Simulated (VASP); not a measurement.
# Cu in VASP: further runs

The runs below take Cu through single point, with PBEsol.

Everything below comes from runs of VASP 6.6.1. Logs are shortened: lines on timing, memory, paths and dates and some standing lists are left out, and cuts for length are marked.

## (1) The cell of the first run

The cell holds a slab with vacuum, 7 atoms: a = 2.556 Å, b = 2.556 Å, c = 27.845 Å, α = 90.00°, β = 90.00°, γ = 90.00°.

## (2) Single point, PBEsol

INCAR reads:

```
SYSTEM = Cu
ALGO = Normal
DIPOL = 0.5 0.5 0.496
EDIFF = 1E-7
ENCUT = 520
GGA = PS
IDIPOL = 3
ISIF = 2
ISMEAR = 0
LASPH = .TRUE.
LCHARG = .FALSE.
LDIPOL = .TRUE.
LREAL = .FALSE.
LWAVE = .FALSE.
NBANDS = 48
NELM = 60
PREC = Accurate
SIGMA = 0.1
```

KPOINTS reads:

```
k-points
0
G
  10 10 1
  0 0 0
```

POSCAR reads:

```
Cu
1.0
    2.5561910100      0.0000000000      0.0000000000
    0.0000000000      2.5561910100      0.0000000000
    0.0000000000      0.0000000000     27.8450000288
Cu
7
Direct
    0.5000000000      0.5000000000      0.3052612674
    0.0000000000      0.0000000000      0.3701741817
    0.5000000000      0.5000000000      0.4350870857
    0.0000000000      0.0000000000      0.4976385001
    0.5000000000      0.5000000000      0.5603034545
    0.0000000000      0.0000000000      0.6231968687
    0.5000000000      0.5000000000      0.6835136829
```

Potentials or basis: VASP PAW PBE potentials, release 64 (Cu).

On the command line:

```bash
$ cat potpaw_PBE.64/Cu/POTCAR > POTCAR
$ mpirun -np 1 vasp_std > vasp.out
```

OUTCAR:

```text
SYSTEM = Cu
   EDIFF = 1E-7
   ENCUT = 520
   GGA = PS
   ISIF = 2
   ISMEAR = 0
   LASPH = .TRUE.
   LREAL = .FALSE.
   NELM = 60
   PREC = Accurate

 ion  position               nearest neighbor table
   1  0.500  0.500  0.305-   2 2.56   2 2.56   2 2.56   2 2.56
   2  0.000  0.000  0.370-   3 2.56   3 2.56   3 2.56   3 2.56   1 2.56   1 2.56   1 2.56   1 2.56

   3  0.500  0.500  0.435-   4 2.51   4 2.51   4 2.51   4 2.51   2 2.56   2 2.56   2 2.56   2 2.56

   4  0.000  0.000  0.498-   3 2.51   3 2.51   3 2.51   3 2.51   5 2.51   5 2.51   5 2.51   5 2.51

   5  0.500  0.500  0.560-   4 2.51   4 2.51   4 2.51   4 2.51   6 2.52   6 2.52   6 2.52   6 2.52

   6  0.000  0.000  0.623-   7 2.47   7 2.47   7 2.47   7 2.47   5 2.52   5 2.52   5 2.52   5 2.52

   7  0.500  0.500  0.684-   6 2.47   6 2.47   6 2.47   6 2.47

  LATTYP: Found a simple tetragonal cell.
 ALAT       =     2.5561910100
 C/A-ratio  =    10.8931609257

  Lattice vectors:

 A1 = (   2.5561910100,   0.0000000000,   0.0000000000)
 A2 = (   0.0000000000,   2.5561910100,   0.0000000000)
 A3 = (   0.0000000000,   0.0000000000,  27.8450000288)

Analysis of symmetry for initial positions (statically):
=====================================================================
 Subroutine PRICEL returns:
 Original cell was already a primitive cell.

 Routine SETGRP: Setting up the symmetry group for a
 simple tetragonal supercell.

 Subroutine GETGRP returns: Found  8 space group operations
 (whereof  8 operations were pure point group operations)
 out of a pool of 16 trial point group operations.

The static configuration has the point symmetry C_4v.

Analysis of symmetry for dynamics (positions and initial velocities):
=====================================================================
 Subroutine PRICEL returns:
 Original cell was already a primitive cell.

 Routine SETGRP: Setting up the symmetry group for a
 simple tetragonal supercell.

 Subroutine GETGRP returns: Found  8 space group operations
 (whereof  8 operations were pure point group operations)
 out of a pool of 16 trial point group operations.

The dynamic configuration has the point symmetry C_4v.

 Subroutine INISYM returns: Found  8 space group operations
 (whereof  8 operations are pure point group operations),
 and found     1 'primitive' translations

----------------------------------------------------------------------------------------

                                     Primitive cell

  volume of cell :     181.9424

  direct lattice vectors                    reciprocal lattice vectors
     2.556191010  0.000000000  0.000000000     0.391207072  0.000000000  0.000000000
     0.000000000  2.556191010  0.000000000     0.000000000  0.391207072  0.000000000
     0.000000000  0.000000000 27.845000029     0.000000000  0.000000000  0.035913090

  length of vectors
     2.556191010  2.556191010 27.845000029     0.391207072  0.391207072  0.035913090

  position of ions in fractional coordinates (direct lattice)
     0.500000000  0.500000000  0.305261267
     0.000000000  0.000000000  0.370174182
     0.500000000  0.500000000  0.435087086
     0.000000000  0.000000000  0.497638500
     0.500000000  0.500000000  0.560303455
     0.000000000  0.000000000  0.623196869
     0.500000000  0.500000000  0.683513683

  ion indices of the primitive-cell ions
   primitive index   ion index
                 1           1
                 2           2
                 3           3
                 4           4
                 5           5
                 6           6
                 7           7

----------------------------------------------------------------------------------------

 KPOINTS: k-points

Automatic generation of k-mesh.
 Grid dimensions read from file:
 generate k-points for:   10   10    1

 Generating k-lattice:

  Cartesian coordinates                     Fractional coordinates (reciprocal lattice)
     0.039120707  0.000000000  0.000000000     0.100000000  0.000000000  0.000000000
     0.000000000  0.039120707  0.000000000     0.000000000  0.100000000  0.000000000
     0.000000000  0.000000000  0.035913090     0.000000000  0.000000000  1.000000000

  Length of vectors
     0.039120707  0.039120707  0.035913090

  Shift w.r.t. Gamma in fractional coordinates (k-lattice)
     0.000000000  0.000000000  0.000000000

 Subroutine IBZKPT returns following result:
 ===========================================

 Found     21 irreducible k-points:

 Following reciprocal coordinates:
            Coordinates               Weight
  0.000000  0.000000  0.000000      1.000000
  0.100000  0.000000  0.000000      4.000000
  0.200000  0.000000  0.000000      4.000000
  0.300000  0.000000  0.000000      4.000000
  0.400000  0.000000  0.000000      4.000000
  0.500000  0.000000  0.000000      2.000000
[... 13 lines left out ...]
  0.500000  0.400000  0.000000      4.000000
  0.500000  0.500000  0.000000      1.000000
   k-points           NKPTS =     21   k-points in BZ     NKDIM =     21   number of bands    NBANDS=     48
   number of dos      NEDOS =    301   number of ions     NIONS =      7
   total plane-waves  NPLWV =  84000
   dimension x,y,z NGX =    20 NGY =   20 NGZ =  210
   dimension x,y,z NGXF=    40 NGYF=   40 NGZF=  420
   ions per type =               7
   NGX,Y,Z   is equivalent  to a cutoff of  13.01, 13.01, 12.54 a.u.
   NGXF,Y,Z  is equivalent  to a cutoff of  26.01, 26.01, 25.08 a.u.
 SYSTEM =  Cu
   PREC   = accura    normal or accurate (medium, high low for compatibility)
   ISTART =      0    job   : 0-new  1-cont  2-samecut
   ICHARG =      2    charge: 1-file 2-atom 10-const
   ISPIN  =      1    spin polarized calculation?
   LNONCOLLINEAR =      F non collinear calculations
   LSORBIT =      F    spin-orbit coupling
   LASPH  =      T    aspherical Exc in radial PAW
   ENCUT  =  520.0 eV  38.22 Ry    6.18 a.u.   4.75  4.75 51.77*2*pi/ulx,y,z
   NELM   =     60;   NELMIN=  2; NELMDL= -5     # of ELM steps
   EDIFF  = 0.1E-06   stopping-criterion for ELM
   LREAL  =      F    real-space projection
   EDIFFG = 0.1E-05   stopping-criterion for IOM
   NSW    =      0    number of steps for IOM
   IBRION =     -1    ionic relax: 0-MD 1-quasi-New 2-CG
   NFREE  =      0    steps in history (QN), initial steepest desc. (CG)
   ISIF   =      2    stress and relaxation
   ISYM   =      2    0-nonsym 1-usesym 2-fastsym
   POTIM  = 0.5000    time-step for ionic-motion
   TEBEG  =    0.0;   TEEND  =   0.0 temperature during run
   PSTRESS=    0.0 pullay stress
   NELECT =      77.0000    total number of electrons
   NUPDOWN=      -1.0000    fix difference up-down
   EMIN   =  10.00;   EMAX   =-10.00  energy-range for DOS
   EFERMI =   0.00;   METHOD = LEGACY
   ISMEAR =     0;   SIGMA  =   0.10  broadening in eV -4-tet -1-fermi 0-gaus
   EFERMI_NEDOS =   21; number of points for ismear=-14 and -15
   IALGO  =     38    algorithm
   IMIX   =      4    mixing-type and parameters
     AMIX     =   0.40;   BMIX     =  1.00
     AMIX_MAG =   1.60;   BMIX_MAG =  1.00
  volume/ion in A,a.u.               =      25.99       175.40
  Fermi-wavevector in a.u.,A,eV,Ry     =   1.229119  2.322697 20.554764  1.510733
  Thomas-Fermi vector in A             =   2.364018
   LORBIT       =      0    0 simple, 1 ext, 2 COOP (PROOUT), +10 PAW based schemes
   GGA     = PS    functional components
   LHFCALC =     F    Hartree Fock is set to
   AEXX    =    0.0000 exact exchange contribution
   IVDW    =     0    specifies the selected vdW correction
   LEPSILON=     F    determine dielectric tensor
   LRPA    =     F    only Hartree local field effects (RPA)
 non-spin polarized calculation
 Gauss-broadening in eV      SIGMA  =   0.10
  energy-cutoff  :      520.00
  volume of cell :      181.94
 maximum number of plane-waves:      4934
 NGX is ok and might be reduce to    20
   NGX =  9   NGY =  9   NGZ =103

 dipolmoment           0.000000      0.000000      0.000898 electrons x Angstroem

 number of electron      76.9999882 magnetization

 dipolmoment           0.000000      0.000000     -0.000922 electrons x Angstroem

 Free energy of the ion-electron system (eV)
  ---------------------------------------------------
  ext. energy  EPLUGINS =         0.00000000
  ---------------------------------------------------
  free energy    TOTEN  =       -28.65958619 eV

  energy without entropy =      -28.64668045  energy(sigma->0) =      -28.65313332

 E-fermi :   0.8228     XC(G=0):  -6.4671

 val. band max:        0.8062440479   @ k =   0.2000   0.2000   0.0000
 cond. band min:       0.8270127731   @ k =   0.5000   0.0000   0.0000
 fundamental gap:      0.0207687251
 Fermi energy:         0.8227882380

 k-point     1 :       0.0000    0.0000    0.0000
  band No.  band energies     occupation
      1      -8.4907      2.00000
      2      -7.7729      2.00000
      3      -6.7484      2.00000
      4      -5.4550      2.00000
      5      -4.4069      2.00000
      6      -4.0766      2.00000
[... 40 lines left out ...]
     47       7.3871      0.00000
     48       8.3744      0.00000

 k-point     2 :       0.1000    0.0000    0.0000
  band No.  band energies     occupation
      1      -8.2504      2.00000
      2      -7.5401      2.00000
      3      -6.5297      2.00000
      4      -5.2621      2.00000
      5      -4.2527      2.00000
      6      -3.9513      2.00000
[... 40 lines left out ...]
     47       7.6189      0.00000
     48       8.5668      0.00000

 k-point     3 :       0.2000    0.0000    0.0000
  band No.  band energies     occupation
      1      -7.5488      2.00000
      2      -6.8685      2.00000
      3      -5.9183      2.00000
      4      -4.7698      2.00000
      5      -3.9091      2.00000
      6      -3.6470      2.00000
[... 40 lines left out ...]
     47       8.3115      0.00000
     48       8.3707      0.00000

 k-point     4 :       0.3000    0.0000    0.0000
  band No.  band energies     occupation
      1      -6.4576      2.00000
      2      -5.8634      2.00000
      3      -5.0994      2.00000
      4      -4.2969      2.00000
      5      -3.7184      2.00000
      6      -3.4006      2.00000
[... 805 lines left out ...]
     47       8.6188      0.00000
     48       9.0658      0.00000

 k-point    20 :       0.5000    0.4000    0.0000
  band No.  band energies     occupation
      1      -4.0497      2.00000
      2      -3.9885      2.00000
      3      -3.7319      2.00000
      4      -3.6241      2.00000
      5      -3.5540      2.00000
      6      -3.5381      2.00000
[... 40 lines left out ...]
     47       9.0831      0.00000
     48       9.1460      0.00000

 k-point    21 :       0.5000    0.5000    0.0000
  band No.  band energies     occupation
      1      -4.1084      2.00000
      2      -4.0439      2.00000
      3      -3.7930      2.00000
      4      -3.6677      2.00000
      5      -3.6190      2.00000
      6      -3.6190      2.00000
[... 40 lines left out ...]
     47       8.3693      0.00000
     48       8.7639      0.00000

------------------------ aborting loop because EDIFF is reached ----------------------------------------

 vacuum level on the upper side and lower side of the slab       (xc-potential included)        -0.086        -0.067

  FORCE on cell =-STRESS in cart. coord.  units (eV):
  Direction    XX          YY          ZZ          XY          YZ          ZX
  --------------------------------------------------------------------------------------
  -------------------------------------------------------------------------------------
  Total       -2.8199401     -2.8199401     -0.9680493      0.0000000      0.0000000      0.0000000
  in kB      -24.8322825    -24.8322825     -8.5246046      0.0000000      0.0000000      0.0000000
  external PRESSURE =     -19.3963898 kB  Pullay stress =       0.0000000 kB

 VOLUME and BASIS-vectors are now :
 -----------------------------------------------------------------------------
  energy-cutoff  :      520.00
  volume of cell :      181.94
      direct lattice vectors                 reciprocal lattice vectors
     2.556191010  0.000000000  0.000000000     0.391207072  0.000000000  0.000000000
     0.000000000  2.556191010  0.000000000     0.000000000  0.391207072  0.000000000
     0.000000000  0.000000000 27.845000029     0.000000000  0.000000000  0.035913090

 POSITION                                       TOTAL-FORCE (eV/Angst)
 -----------------------------------------------------------------------------------
      1.27810      1.27810      8.50000        -0.000000     -0.000000      0.442347
      0.00000      0.00000     10.30750         0.000000     -0.000000     -0.222572
      1.27810      1.27810     12.11500        -0.000000      0.000000     -0.253682
      0.00000      0.00000     13.85674         0.000000     -0.000000      0.001725
      1.27810      1.27810     15.60165        -0.000000      0.000000      0.001552
      0.00000      0.00000     17.35292        -0.000000     -0.000000     -0.040762
      1.27810      1.27810     19.03244        -0.000000     -0.000000      0.071392
 -----------------------------------------------------------------------------------
    total drift:                               -0.000000     -0.000000     -0.000365

  FREE ENERGIE OF THE ION-ELECTRON SYSTEM (eV)
  ---------------------------------------------------
  free  energy   TOTEN  =       -28.6595861853 eV

  energy  without entropy=      -28.6466804482  energy(sigma->0) =      -28.65313332

 vacuum level on the upper side and lower side of the slab         5.427         5.445
```

Wall time 3.2 min (1 thread of AMD EPYC 9R45 (Zen 5), shared host); peak memory 0.31 GiB.

What came out:

* Free energy: -28.6596 eV
* Largest force: 0.442 eV/Å
* Band gap on the k mesh: zero (an odd number of electrons rules out a gap without spin polarisation)

Forces on the atoms (eV/Å):
```
Cu   0.000  0.000  0.442
Cu   0.000  0.000 -0.223
Cu   0.000  0.000 -0.254
Cu   0.000  0.000  0.002
Cu   0.000  0.000  0.002
Cu   0.000  0.000 -0.041
Cu   0.000  0.000  0.071
```

Caveat: the PAW data sets were made with another functional, which shifts forces and pressure a little.

## (3) Single point, PBEsol

INCAR reads:

```
PREC = Accurate
ENCUT = 520
EDIFF = 1E-6
ISMEAR = 0
SIGMA = 0.1
LREAL = False
LASPH = True
NELM = 60
ALGO = Normal
ISIF = 2
LWAVE = False
LCHARG = True
LDIPOL = True
IDIPOL = 3
DIPOL = 0.5 0.5 0.496
GGA = PS
LELF = True
LVHAR = True
LVACPOTAV = True
NBANDS = 48
```

KPOINTS reads:

```
Automatic mesh
0
Gamma
  19 19 1
```

POSCAR is that of step 2.

Potentials or basis: VASP PAW PBE potentials, release 64 (Cu).

On the command line:

```bash
$ cat potpaw_PBE.64/Cu/POTCAR > POTCAR
$ mpirun -np 1 vasp_std > vasp.out
```

It took 8 min on 1 thread of AMD EPYC 9R45 (Zen 5), shared host; peak memory 0.45 GiB.

The run converged. Its results:

- Free energy: -28.6733 eV
- Largest force: 0.432 eV/Å
- Band gap on the k mesh: zero (an odd number of electrons rules out a gap without spin polarisation)

Forces on the atoms (eV/Å):
```
Cu   0.000  0.000  0.432
Cu   0.000  0.000 -0.237
Cu   0.000  0.000 -0.241
Cu   0.000  0.000  0.003
Cu   0.000  0.000 -0.019
Cu   0.000  0.000 -0.036
Cu   0.000  0.000  0.099
```

Levels at points of the mesh, in eV from the Fermi level:
```
           k point  band 35  band 36  band 37  band 38  band 39  band 40  band 41  band 42  band 43  band 44
(0.00, 0.00, 0.00)    -1.60    -1.60    -1.55    -1.50    -1.50    -1.47    -0.98     0.49     1.51     4.42
```

Caveat: the PAW data sets were made with another functional, which shifts forces and pressure a little.

The gap in the log of VASP goes by the Fermi energy; the results here count the filled bands.